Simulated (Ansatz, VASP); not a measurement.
One calculation of ScAl3, two programs

The input POSCAR:

```
ScAl3
1.0
    4.0855365686      0.0000000000      0.0000000000
    0.0000000000      4.0855365686      0.0000000000
    0.0000000000      0.0000000000      4.0855365686
Sc Al
1 3
Direct
    0.0000000000      0.0000000000      0.0000000000
    0.5000000000      0.0000000000      0.5000000000
    0.0000000000      0.5000000000      0.5000000000
    0.5000000000      0.5000000000      0.0000000000
```

INCAR.step1

```
PREC     = Accurate       # precision mode
ENCUT    = 520            # plane-wave cutoff, eV
ISMEAR   = 0              # smearing method
SIGMA    = 0.15           # smearing width, eV
LREAL    = F              # projectors in reciprocal space
LASPH    = T              # aspherical terms in the spheres
NELM     = 60             # most SCF steps
NBANDS   = 18             # bands
GGA      = PE             # functional
ALGO     = Normal         # electronic algorithm
EDIFF    = 1E-4           # SCF threshold, eV
LWAVE    = T              # write WAVECAR
LCHARG   = F              # write CHGCAR
```

Contents of INCAR.step2:

```
PREC     = Accurate       # precision mode
ENCUT    = 520            # plane-wave cutoff, eV
EDIFF    = 1E-7           # SCF threshold, eV
ISMEAR   = 0              # smearing method
SIGMA    = 0.15           # smearing width, eV
LREAL    = F              # projectors in reciprocal space
LASPH    = T              # aspherical terms in the spheres
NELM     = 60             # most SCF steps
ALGO     = Normal         # electronic algorithm
ISIF     = 2              # what is computed and relaxed
LWAVE    = F              # write WAVECAR
LCHARG   = F              # write CHGCAR
METAGGA  = R2SCAN         # meta-GGA
LMIXTAU  = T            
NBANDS   = 18             # bands
ISTART   = 1
```

Contents of KPOINTS:

```
Automatic mesh
0
Gamma
  12 12 12
```

Input for Ansatz:

```yaml
crystal:
  lattice:
    - [4.0855365686, 0.0, 0.0]
    - [0.0, 4.0855365686, 0.0]
    - [0.0, 0.0, 4.0855365686]
  atoms:
    - { symbol: Sc, position: [0.0, 0.0, 0.0] }
    - { symbol: Al, position: [0.5, 0.0, 0.5] }
    - { symbol: Al, position: [0.0, 0.5, 0.5] }
    - { symbol: Al, position: [0.5, 0.5, 0.0] }
basis:
  ecutwfc: 500
kpoints:
  mp_grid: { grid: [12, 12, 12] }
hamiltonian:
  xc: r2scan
scf:
  occupations: { method: gaussian, width: 0.15 }
output:
  forces: true
  stress: true
  eigenvalues: true
  write_density: true
  write_potential: true
  elf: true
  volumetric_format: npy
```

Alike in both runs: task single point; functional r2SCAN; k mesh 12 × 12 × 12; occupations gaussian, width 0.15 eV; no spin polarisation.

|  | VASP | Ansatz |
| --- | --- | --- |
| version | VASP 6.6.1 | Ansatz 0.2.0 |
| potentials or method | VASP PAW PBE potentials, release 64 (Sc_sv, Al), cutoff 520 eV | scalar-relativistic, plane waves, PAW |
| valence electrons in the cell | 20 | 20 |

```tsv
	VASP	Ansatz	Ansatz less VASP
gap on the k mesh at the Fermi level (eV)	none	none	-
pressure (GPa)	0.0	0.0	0.00
```

VASP's potentials were made for PBE, not for r2SCAN. A gap of «none» marks a metal or a gap that the smearing closes.
